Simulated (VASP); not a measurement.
B2Te:

```xyz
6
Lattice="2.3820 -5.0804 0.0000 2.3820 5.0804 0.0000 0.0000 0.0000 3.3856" Properties=species:S:1:pos:R:3 pbc="T T T"
B     1.0089    1.1162    1.6928
B     3.7551   -1.1162    1.6928
B     1.0089   -1.1162    1.6928
B     3.7551    1.1162    1.6928
Te    1.1910    2.5402    0.0000
Te    1.1910   -2.5402    0.0000
```

The cell was built from a structure type or drawn by symmetry, and may not be a known phase.

- Program: VASP 6.6.1
- Task: relaxation of cell and atoms
- Functional: PBE
- Potentials or basis: VASP PAW PBE potentials, release 64 (B, Te)
- Cutoff: 600 eV
- k mesh: 4 × 4 × 6
- Occupations: gaussian, width 0.1 eV
- Spin: no spin polarisation

At the start: pressure 35.0 GPa; volume 13.66 Å³/atom.

Task: How do energy, volume and symmetry change on relaxing?

Result: Over 23 steps the energy falls by 1456.3 meV/atom and the volume is 17.29 Å³/atom (+26.6 %); space group Cmmm (No. 65, to 0.1 Å) before and after.

The path:
```
step  energy change (eV)  largest force (eV/Å)  pressure (GPa)  volume (Å³)
   1              0.0000                4.0341           35.02        81.94
   2             -5.6269                2.6574          -12.18       119.98
   3             -5.5337                3.2201          -10.57       112.72
   4             -6.2623                5.9465            5.59       101.04
   5             -7.0735                1.3804           -4.08       105.19
   6             -7.0782                1.4012           -3.67       104.94
   7             -7.6415                1.4992           -0.03        98.74
   8             -7.6996                0.3104           15.10        87.56
   9             -7.8915                1.4564            4.83        93.75
  10             -7.9125                1.0919            8.86        90.85
  11             -8.0962                0.1195            9.49        91.95
  12             -8.0977                0.0486            9.62        92.05
  13             -8.4515                0.1349            3.55        97.83
  14             -8.5877                0.2592           -1.05       103.88
  15             -8.5932                0.2846           -1.91       105.28
  16             -8.6452                0.4345           -0.75       104.58
  17             -8.6585                0.7462            0.19       104.04
  18             -8.6979                0.4612            0.29       103.72
  19             -8.7313                0.1273            0.65       103.06
  20             -8.7315                0.1559            0.70       103.00
  21             -8.7372                0.0607            0.10       103.56
  22             -8.7373                0.0779            0.00       103.66
  23             -8.7377                0.0379            0.09       103.72
```

Final structure:
```
B Te
1.0
     3.15009   -4.53227    0.00000
     3.15009    4.53227    0.00000
     0.00000    0.00000    3.63247
B Te
4 2
Cartesian
  0.8501 0.8204 1.8162
  5.4500 -0.8204 1.8162
  0.8501 -0.8204 1.8162
  5.4500 0.8204 1.8162
  1.5750 2.2661 0.0000
  1.5750 -2.2661 0.0000
```

Caveat: the k points lie up to 0.30 Å⁻¹ apart in the final cell, too coarse for converged energies and pressures of a metal; the volume moved by over 15 % at a fixed basis, so the end points are rough.
